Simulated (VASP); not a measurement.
Input of a VASP 6.6.1 run:

File INCAR:

```
SYSTEM = MgCd3O4
ALGO = Normal
EDIFF = 1E-6
ENCUT = 520
GGA = PS
ISIF = 2
ISMEAR = 0
LASPH = .TRUE.
LCHARG = .FALSE.
LREAL = .FALSE.
LWAVE = .FALSE.
NBANDS = 41
NELM = 80
PREC = Accurate
SIGMA = 0.1
```

The input KPOINTS:

```
k-points
0
G
  12 12 4
  0 0 0
```

The input POSCAR:

```
MgCd3O4
1.0
    3.3076836379      0.0000000000      0.0000000000
    0.0000000000      3.3076836379      0.0000000000
    0.0000000000      0.0000000000      9.3304801768
Mg Cd O
1 3 4
Direct
    0.0000000000      0.0000000000      0.0000000000
    0.5000000000      0.5000000000      0.2432999155
    0.0000000000      0.0000000000      0.5000000000
    0.5000000000      0.5000000000      0.7567000845
    0.0000000000      0.0000000000      0.2322467424
    0.5000000000      0.5000000000      0.5000000000
    0.0000000000      0.0000000000      0.7677532576
    0.5000000000      0.5000000000      0.0000000000
```

Potentials or basis: VASP PAW PBE potentials, release 64 (Mg, Cd, O).

Launch:

```console
$ cat potpaw_PBE.64/Mg/POTCAR potpaw_PBE.64/Cd/POTCAR potpaw_PBE.64/O/POTCAR > POTCAR
$ mpirun -np 1 vasp_std > vasp.out
```

(1) What does it give for the band gap on the k mesh?

(2) What does it give for the pressure?

(3) Estimate the largest force.

Results:

(1) zero (bands 31 and 32 overlap by 0.31 eV).

(2) -4.8 GPa.

(3) 0.047 eV/Å.

Caveat: the cell stands under tension; semilocal functionals underestimate gaps, and a narrow one can read as zero; the PAW data sets were made with another functional, which shifts forces and pressure a little.
